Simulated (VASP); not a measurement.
# Al12H in VASP: notebook

Al12H is run at these levels: PBEsol; tasks: single point.

Program: VASP 6.6.1. These are calculated values, not measurements. Logs are shortened: lines on timing, memory, paths and dates and some standing lists are left out, and cuts for length are marked.

### 1 The cell of the first run

The cell holds a slab with vacuum, 13 atoms: a = 5.679 Å, b = 5.679 Å, c = 21.141 Å, α = 90.00°, β = 90.00°, γ = 90.00°.

### 2 Single point, PBEsol

The input, INCAR:

```
PREC     = Accurate       # precision mode
ENCUT    = 520            # plane-wave cutoff, eV
EDIFF    = 1E-6           # SCF threshold, eV
ISMEAR   = 0              # smearing method
SIGMA    = 0.1            # smearing width, eV
LREAL    = F              # projectors in reciprocal space
LASPH    = T              # aspherical terms in the spheres
NELM     = 80             # most SCF steps
ALGO     = Normal         # electronic algorithm
ISIF     = 2              # what is computed and relaxed
LWAVE    = F              # write WAVECAR
LCHARG   = T              # write CHGCAR
LDIPOL   = T            
IDIPOL   = 3            
DIPOL    = 0.5 0.5 0.302
GGA      = PS             # functional
LELF     = T              # ELF
LVHAR    = T            
LVACPOTAV= T            
NBANDS   = 30             # bands
```

The input, KPOINTS:

```
Automatic mesh
0
Gamma
  5 5 1
```

The input, POSCAR:

```
Al12H
1.0
    5.6788540124      0.0000000000      0.0000000000
    0.0000000000      5.6788540124      0.0000000000
    0.0000000000      0.0000000000     21.1413451746
Al H
12 1
Direct
    0.2500000000      0.2500000000      0.1892027195
    0.2500000000      0.7500000000      0.1892027195
    0.7500000000      0.2500000000      0.1892027195
    0.7500000000      0.7500000000      0.1892027195
    0.0000000000      0.0000000000      0.2870821533
    0.0000000000      0.5000000000      0.2870821533
    0.5000000000      0.0000000000      0.2870821533
    0.5000000000      0.5000000000      0.2870821533
    0.2500000000      0.2500000000      0.3850911618
    0.2500000000      0.7500000000      0.3850911618
    0.7500000000      0.2500000000      0.3850911618
    0.7500000000      0.7500000000      0.3850911618
    0.2500000000      0.2500000000      0.4830035691
```

Potentials or basis: VASP PAW PBE potentials, release 64 (Al, H).

Started as:

```console
cat potpaw_PBE.64/Al/POTCAR potpaw_PBE.64/H/POTCAR > POTCAR
mpirun -np 1 vasp_std > vasp.out
```

OUTCAR:

```text
PREC = Accurate
   ENCUT = 520
   EDIFF = 1E-6
   ISMEAR = 0
   LREAL = F
   LASPH = T
   NELM = 80
   ISIF = 2
   GGA = PS

 ion  position               nearest neighbor table
   1  0.250  0.250  0.189-   2 2.84   3 2.84   2 2.84   3 2.84   7 2.88   8 2.88   5 2.88   6 2.88

   2  0.250  0.750  0.189-   1 2.84   4 2.84   1 2.84   4 2.84   7 2.88   8 2.88   5 2.88   6 2.88

   3  0.750  0.250  0.189-   1 2.84   4 2.84   4 2.84   1 2.84   7 2.88   8 2.88   5 2.88   6 2.88
[... 15 lines left out ...]
  11  0.750  0.250  0.385-   9 2.84  12 2.84  12 2.84   9 2.84   5 2.89   6 2.89   7 2.89   8 2.89

  12  0.750  0.750  0.385-  10 2.84  11 2.84  11 2.84  10 2.84   5 2.89   6 2.89   7 2.89   8 2.89

  13  0.250  0.250  0.483-   9 2.07

  LATTYP: Found a simple tetragonal cell.
 ALAT       =     5.6788540124
 C/A-ratio  =     3.7228189223

  Lattice vectors:

 A1 = (   5.6788540124,   0.0000000000,   0.0000000000)
 A2 = (   0.0000000000,   5.6788540124,   0.0000000000)
 A3 = (   0.0000000000,   0.0000000000,  21.1413451746)

Analysis of symmetry for initial positions (statically):
=====================================================================
 Subroutine PRICEL returns:
 Original cell was already a primitive cell.

 Routine SETGRP: Setting up the symmetry group for a
 simple tetragonal supercell.

 Subroutine GETGRP returns: Found  8 space group operations
 (whereof  2 operations were pure point group operations)
 out of a pool of 16 trial point group operations.

The static configuration has the point symmetry C_1h.
 The point group associated with its full space group is C_4v.

Analysis of symmetry for dynamics (positions and initial velocities):
=====================================================================
 Subroutine PRICEL returns:
 Original cell was already a primitive cell.

 Routine SETGRP: Setting up the symmetry group for a
 simple tetragonal supercell.

 Subroutine GETGRP returns: Found  8 space group operations
 (whereof  2 operations were pure point group operations)
 out of a pool of 16 trial point group operations.

The dynamic configuration has the point symmetry C_1h.
 The point group associated with its full space group is C_4v.

 Subroutine INISYM returns: Found  8 space group operations
 (whereof  2 operations are pure point group operations),
 and found     1 'primitive' translations

----------------------------------------------------------------------------------------

                                     Primitive cell

  volume of cell :     681.7953

  direct lattice vectors                    reciprocal lattice vectors
     5.678854012  0.000000000  0.000000000     0.176091866  0.000000000  0.000000000
     0.000000000  5.678854012  0.000000000     0.000000000  0.176091866  0.000000000
     0.000000000  0.000000000 21.141345175     0.000000000  0.000000000  0.047300680

  length of vectors
     5.678854012  5.678854012 21.141345175     0.176091866  0.176091866  0.047300680

  position of ions in fractional coordinates (direct lattice)
     0.250000000  0.250000000  0.189202720
     0.250000000  0.750000000  0.189202720
     0.750000000  0.250000000  0.189202720
     0.750000000  0.750000000  0.189202720
     0.000000000  0.000000000  0.287082153
     0.000000000  0.500000000  0.287082153
     0.500000000  0.000000000  0.287082153
     0.500000000  0.500000000  0.287082153
     0.250000000  0.250000000  0.385091162
     0.250000000  0.750000000  0.385091162
     0.750000000  0.250000000  0.385091162
     0.750000000  0.750000000  0.385091162
     0.250000000  0.250000000  0.483003569

  ion indices of the primitive-cell ions
   primitive index   ion index
                 1           1
                 2           2
                 3           3
                 4           4
                 5           5
                 6           6
                 7           7
                 8           8
                 9           9
                10          10
                11          11
                12          12
                13          13

----------------------------------------------------------------------------------------

 KPOINTS: Automatic mesh

Automatic generation of k-mesh.
 Grid dimensions read from file:
 generate k-points for:    5    5    1

 Generating k-lattice:

  Cartesian coordinates                     Fractional coordinates (reciprocal lattice)
     0.035218373  0.000000000  0.000000000     0.200000000  0.000000000  0.000000000
     0.000000000  0.035218373  0.000000000     0.000000000  0.200000000  0.000000000
     0.000000000  0.000000000  0.047300680     0.000000000  0.000000000  1.000000000

  Length of vectors
     0.035218373  0.035218373  0.047300680

  Shift w.r.t. Gamma in fractional coordinates (k-lattice)
     0.000000000  0.000000000  0.000000000

 Subroutine IBZKPT returns following result:
 ===========================================

 Found      6 irreducible k-points:

[... 27 lines left out ...]
   LREAL  =      F    real-space projection
   EDIFFG = 0.1E-04   stopping-criterion for IOM
   NSW    =      0    number of steps for IOM
   IBRION =     -1    ionic relax: 0-MD 1-quasi-New 2-CG
   NFREE  =      0    steps in history (QN), initial steepest desc. (CG)
   ISIF   =      2    stress and relaxation
   ISYM   =      2    0-nonsym 1-usesym 2-fastsym
   POTIM  = 0.5000    time-step for ionic-motion
   TEBEG  =    0.0;   TEEND  =   0.0 temperature during run
   PSTRESS=    0.0 pullay stress
   NELECT =      37.0000    total number of electrons
   NUPDOWN=      -1.0000    fix difference up-down
   EMIN   =  10.00;   EMAX   =-10.00  energy-range for DOS
   EFERMI =   0.00;   METHOD = LEGACY
   ISMEAR =     0;   SIGMA  =   0.10  broadening in eV -4-tet -1-fermi 0-gaus
   EFERMI_NEDOS =   21; number of points for ismear=-14 and -15
   IALGO  =     38    algorithm
   IMIX   =      4    mixing-type and parameters
     AMIX     =   0.40;   BMIX     =  1.00
     AMIX_MAG =   1.60;   BMIX_MAG =  1.00
  volume/ion in A,a.u.               =      52.45       353.92
  Fermi-wavevector in a.u.,A,eV,Ry     =   0.619808  1.171268  5.226846  0.384162
  Thomas-Fermi vector in A             =   1.678737
   LORBIT       =      0    0 simple, 1 ext, 2 COOP (PROOUT), +10 PAW based schemes
   GGA     = PS    functional components
   LHFCALC =     F    Hartree Fock is set to
   AEXX    =    0.0000 exact exchange contribution
   IVDW    =     0    specifies the selected vdW correction
   LEPSILON=     F    determine dielectric tensor
   LRPA    =     F    only Hartree local field effects (RPA)
 non-spin polarized calculation
 Gauss-broadening in eV      SIGMA  =   0.10
  energy-cutoff  :      520.00
  volume of cell :      681.80
 maximum number of plane-waves:     18411
 NGX is ok and might be reduce to    42
   NGX = 21   NGY = 21   NGZ = 79

 dipolmoment           0.000000      0.000000     -0.123491 electrons x Angstroem

 number of electron      36.9999999 magnetization

 dipolmoment           0.000000      0.000000      0.108176 electrons x Angstroem

 Free energy of the ion-electron system (eV)
  ---------------------------------------------------
  ext. energy  EPLUGINS =         0.00000000
  ---------------------------------------------------
  free energy    TOTEN  =       -47.17647585 eV

  energy without entropy =      -47.15631135  energy(sigma->0) =      -47.16639360

 E-fermi :  -0.9687     XC(G=0):  -4.0019

 val. band max:       -0.9880237408   @ k =   0.0000   0.0000   0.0000
 cond. band min:      -0.9592624062   @ k =   0.2000   0.0000   0.0000
 fundamental gap:      0.0287613346
 Fermi energy:        -0.9686915292

 k-point     1 :       0.0000    0.0000    0.0000
  band No.  band energies     occupation
      1     -11.2220      2.00000
      2      -9.0865      2.00000
      3      -6.7933      2.00000
      4      -6.7826      2.00000
      5      -6.6618      2.00000
      6      -6.6618      2.00000
[... 187 lines left out ...]
     29       2.0290      0.00000
     30       2.0677      0.00000

------------------------ aborting loop because EDIFF is reached ----------------------------------------

  FORCE on cell =-STRESS in cart. coord.  units (eV):
  Direction    XX          YY          ZZ          XY          YZ          ZX
  --------------------------------------------------------------------------------------
  -------------------------------------------------------------------------------------
  Total       -7.2494531     -7.2494531     -5.0251084      0.0000000     -0.0000000     -0.0000000
  in kB      -17.0357714    -17.0357714    -11.8086972      0.0000000     -0.0000000     -0.0000000
  external PRESSURE =     -15.2934134 kB  Pullay stress =       0.0000000 kB

 VOLUME and BASIS-vectors are now :
 -----------------------------------------------------------------------------
  energy-cutoff  :      520.00
  volume of cell :      681.80
      direct lattice vectors                 reciprocal lattice vectors
     5.678854012  0.000000000  0.000000000     0.176091866  0.000000000  0.000000000
     0.000000000  5.678854012  0.000000000     0.000000000  0.176091866  0.000000000
     0.000000000  0.000000000 21.141345175     0.000000000  0.000000000  0.047300680

 POSITION                                       TOTAL-FORCE (eV/Angst)
 -----------------------------------------------------------------------------------
      1.41971      1.41971      4.00000         0.000000      0.000000      0.131812
      1.41971      4.25914      4.00000         0.000000      0.000000      0.059558
      4.25914      1.41971      4.00000         0.000000     -0.000000      0.059558
      4.25914      4.25914      4.00000         0.000000     -0.000000     -0.160734
      0.00000      0.00000      6.06930        -0.037211     -0.037211      0.076420
      0.00000      2.83943      6.06930        -0.037211      0.037211      0.076420
      2.83943      0.00000      6.06930         0.037211     -0.037211      0.076420
      2.83943      2.83943      6.06930         0.037211      0.037211      0.076420
      1.41971      1.41971      8.14135         0.000000     -0.000000      1.641363
      1.41971      4.25914      8.14135         0.000000      0.000000     -0.088449
      4.25914      1.41971      8.14135         0.000000      0.000000     -0.088449
      4.25914      4.25914      8.14135         0.000000      0.000000      0.072923
      1.41971      1.41971     10.21135         0.000000      0.000000     -1.933261
 -----------------------------------------------------------------------------------
    total drift:                               -0.000000      0.000000     -0.000099

  FREE ENERGIE OF THE ION-ELECTRON SYSTEM (eV)
  ---------------------------------------------------
  free  energy   TOTEN  =       -47.1764758530 eV

  energy  without entropy=      -47.1563113454  energy(sigma->0) =      -47.16639360

 vacuum level on the upper side and lower side of the slab         4.085         3.478
```

Run time: 5.4 min. Hardware: 1 thread of Intel Xeon Platinum 8559C (Emerald Rapids), shared host; peak memory 0.61 GiB.

Results:

* Free energy: -47.1765 eV
* Largest force: 1.933 eV/Å
* Band gap on the k mesh: zero (an odd number of electrons rules out a gap without spin polarisation)

Forces in eV/Å, atoms in the order of the input:
```
Al   0.000  0.000  0.132
Al   0.000  0.000  0.060
Al   0.000  0.000  0.060
Al   0.000  0.000 -0.161
Al  -0.037 -0.037  0.076
Al  -0.037  0.037  0.076
Al   0.037 -0.037  0.076
Al   0.037  0.037  0.076
Al   0.000  0.000  1.641
Al   0.000  0.000 -0.088
Al   0.000  0.000 -0.088
Al   0.000  0.000  0.073
H    0.000  0.000 -1.933
```

Caveat: the PAW data sets were made with another functional, which shifts forces and pressure a little.

### 3 Single point, PBEsol

The input, INCAR:

```
SYSTEM = Al12H
PREC     = Accurate       ! precision mode
ENCUT    = 520            ! plane-wave cutoff, eV
EDIFF    = 1E-6           ! SCF threshold, eV
ISMEAR   = 0              ! smearing method
SIGMA    = 0.1            ! smearing width, eV
LREAL    = .FALSE.        ! projectors in reciprocal space
LASPH    = .TRUE.         ! aspherical terms in the spheres
NELM     = 80             ! most SCF steps
ALGO     = Normal         ! electronic algorithm
ISIF     = 2              ! what is computed and relaxed
LWAVE    = .FALSE.        ! write WAVECAR
LCHARG   = .FALSE.        ! write CHGCAR
LDIPOL   = .TRUE.       
IDIPOL   = 3            
DIPOL    = 0.5 0.5 0.307
GGA      = PS             ! functional
NBANDS   = 30             ! bands
```

The input, KPOINTS:

```
regular mesh
0
G
  5 5 1
  0 0 0
```

POSCAR: that of step 2 with these lines changed.

```diff
@@ -20,2 +20,2 @@
     0.7500000000      0.7500000000      0.3850911618
-    0.2500000000      0.2500000000      0.4830035691
+    0.2500000000      0.2500000000      0.5397643849
```

Potentials or basis: VASP PAW PBE potentials, release 64 (Al, H).

Started as:

```console
cat potpaw_PBE.64/Al/POTCAR potpaw_PBE.64/H/POTCAR > POTCAR
mpirun -np 1 vasp_std > vasp.out
```

It took 5.3 min on 1 thread of Intel Xeon Platinum 8559C (Emerald Rapids), shared host; peak memory 0.61 GiB.

Results (log left out):

- Free energy: -45.4224 eV
- Largest force: 0.808 eV/Å
- Band gap on the k mesh: zero (an odd number of electrons rules out a gap without spin polarisation)

Forces on the atoms (eV/Å):
```
Al   0.000  0.000  0.086
Al   0.000  0.000  0.048
Al   0.000  0.000  0.048
Al   0.000  0.000 -0.085
Al  -0.025 -0.025  0.016
Al  -0.025  0.025  0.016
Al   0.025 -0.025  0.016
Al   0.025  0.025  0.016
Al   0.000  0.000  0.552
Al   0.000  0.000  0.026
Al   0.000  0.000  0.026
Al   0.000  0.000  0.045
H    0.000  0.000 -0.808
```

Levels at points of the mesh, in eV from the Fermi level:
```csv
k point,band 17,band 18,band 19,band 20,band 21,band 22
"(0.00, 0.00, 0.00)",-0.74,-0.37,-0.05,0.00,0.00,0.01
```

Caveat: the PAW data sets were made with another functional, which shifts forces and pressure a little.

### 4 Single point, PBEsol

The input, INCAR:

```
SYSTEM = Al12H
ALGO     = Normal         ! electronic algorithm
DIPOL    = 0.5 0.5 0.294
EDIFF    = 1E-6           ! SCF threshold, eV
ENCUT    = 520            ! plane-wave cutoff, eV
GGA      = PS             ! functional
IDIPOL   = 3            
ISIF     = 2              ! what is computed and relaxed
ISMEAR   = 0              ! smearing method
LASPH    = .True.         ! aspherical terms in the spheres
LCHARG   = .False.        ! write CHGCAR
LDIPOL   = .True.       
LREAL    = .False.        ! projectors in reciprocal space
LWAVE    = .False.        ! write WAVECAR
NBANDS   = 30             ! bands
NELM     = 100            ! most SCF steps
PREC     = Accurate       ! precision mode
SIGMA    = 0.1            ! smearing width, eV
```

The input, KPOINTS:

```
k-points
0
Gamma
  5 5 1
  0 0 0
```

POSCAR: that of step 3 with these lines changed.

```diff
@@ -20,2 +20,2 @@
     0.7500000000      0.7500000000      0.3850911618
-    0.2500000000      0.2500000000      0.5397643849
+    0.5000000000      0.5000000000      0.3709009578
```

Started as:

```console
cat potpaw_PBE.64/Al/POTCAR potpaw_PBE.64/H/POTCAR > POTCAR
mpirun -np 1 vasp_std > vasp.out
```

It took 4 min on 1 thread of Intel Xeon Platinum 8559C (Emerald Rapids), shared host; peak memory 0.6 GiB.

It converged, with:

| Quantity | Value |
| --- | --- |
| Free energy | -47.3693 eV |
| Largest force | 0.806 eV/Å |
| Band gap on the k mesh | zero (an odd number of electrons rules out a gap without spin polarisation) |

Forces on the atoms (eV/Å):
```
Al  -0.066 -0.066 -0.092
Al  -0.066  0.066 -0.092
Al   0.066 -0.066 -0.092
Al   0.066  0.066 -0.092
Al   0.000  0.000 -0.104
Al   0.000  0.000  0.014
Al   0.000  0.000  0.014
Al   0.000  0.000 -0.806
Al  -0.185 -0.185  0.201
Al  -0.185  0.185  0.201
Al   0.185 -0.185  0.201
Al   0.185  0.185  0.201
H    0.000  0.000  0.444
```

Levels at points of the mesh, in eV from the Fermi level:
| k point | band 14 | band 15 | band 16 | band 17 | band 18 | band 19 | band 20 | band 21 | band 22 | band 23 |
| --- | --- | --- | --- | --- | --- | --- | --- | --- | --- | --- |
| (0.00, 0.00, 0.00) | -1.96 | -1.30 | -0.86 | -0.86 | -0.85 | -0.30 | -0.18 | -0.18 | -0.08 | 0.83 |

Caveat: the PAW data sets were made with another functional, which shifts forces and pressure a little.

### 5 Single point, PBEsol

The input, INCAR:

```
SYSTEM = Al12H
ALGO     = Normal         ! electronic algorithm
DIPOL    = 0.5 0.5 0.301
EDIFF    = 1E-7           ! SCF threshold, eV
ENCUT    = 520            ! plane-wave cutoff, eV
GGA      = PS             ! functional
IDIPOL   = 3            
ISIF     = 2              ! what is computed and relaxed
ISMEAR   = 0              ! smearing method
LASPH    = .TRUE.         ! aspherical terms in the spheres
LCHARG   = .FALSE.        ! write CHGCAR
LDIPOL   = .TRUE.       
LREAL    = .FALSE.        ! projectors in reciprocal space
LWAVE    = .FALSE.        ! write WAVECAR
NBANDS   = 30             ! bands
NELM     = 100            ! most SCF steps
PREC     = Accurate       ! precision mode
SIGMA    = 0.1            ! smearing width, eV
```

The input, KPOINTS:

```
k-points
0
G
  5 5 1
  0 0 0
```

POSCAR: that of step 4 with these lines changed.

```diff
@@ -20,2 +20,2 @@
     0.7500000000      0.7500000000      0.3850911618
-    0.5000000000      0.5000000000      0.3709009578
+    0.5000000000      0.5000000000      0.4640832971
```

Started as:

```console
cat potpaw_PBE.64/Al/POTCAR potpaw_PBE.64/H/POTCAR > POTCAR
mpirun -np 1 vasp_std > vasp.out
```

Run time: 4.8 min. Hardware: 1 thread of Intel Xeon Platinum 8559C (Emerald Rapids), shared host; peak memory 0.61 GiB.

Results (log left out):

- Free energy: -47.0864 eV
- Largest force: 1.255 eV/Å
- Band gap on the k mesh: zero (an odd number of electrons rules out a gap without spin polarisation)

Forces on the atoms (eV/Å):
```
Al  -0.042 -0.042 -0.012
Al  -0.042  0.042 -0.012
Al   0.042 -0.042 -0.012
Al   0.042  0.042 -0.012
Al   0.000  0.000 -0.051
Al   0.000  0.000  0.016
Al   0.000  0.000  0.016
Al   0.000  0.000  0.160
Al   0.016  0.016  0.290
Al   0.016 -0.016  0.290
Al  -0.016  0.016  0.290
Al  -0.016 -0.016  0.290
H    0.000  0.000 -1.255
```

Levels at points of the mesh, in eV from the Fermi level:
```csv
k point,band 16,band 17,band 18,band 19,band 20,band 21,band 22,band 23
"(0.00, 0.00, 0.00)",-0.79,-0.79,-0.73,-0.35,-0.02,0.00,0.00,0.83
```

Caveat: the PAW data sets were made with another functional, which shifts forces and pressure a little.

### 6 The runs side by side

| cell | gap on the mesh (eV) | largest force (eV/Å) |
| --- | --- | --- |
| as given, atomic positions A | none | 1.93 |
| as given, atomic positions B | none | 0.81 |
| as given, atomic positions C | none | 0.81 |
| as given, atomic positions D | none | 1.25 |

Alike in all rows: task single point; level PBEsol; potentials or basis VASP PAW PBE potentials, release 64 (Al, H); no spin polarisation; k mesh 5 × 5 × 1; cutoff (eV) 520; smearing gaussian 0.1 eV.

Caveats: the PAW data sets were made with another functional, which shifts forces and pressure a little.

Absolute energies hang on the potentials; compare differences alone.

The gap in the log of VASP goes by the Fermi energy; the results here count the filled bands.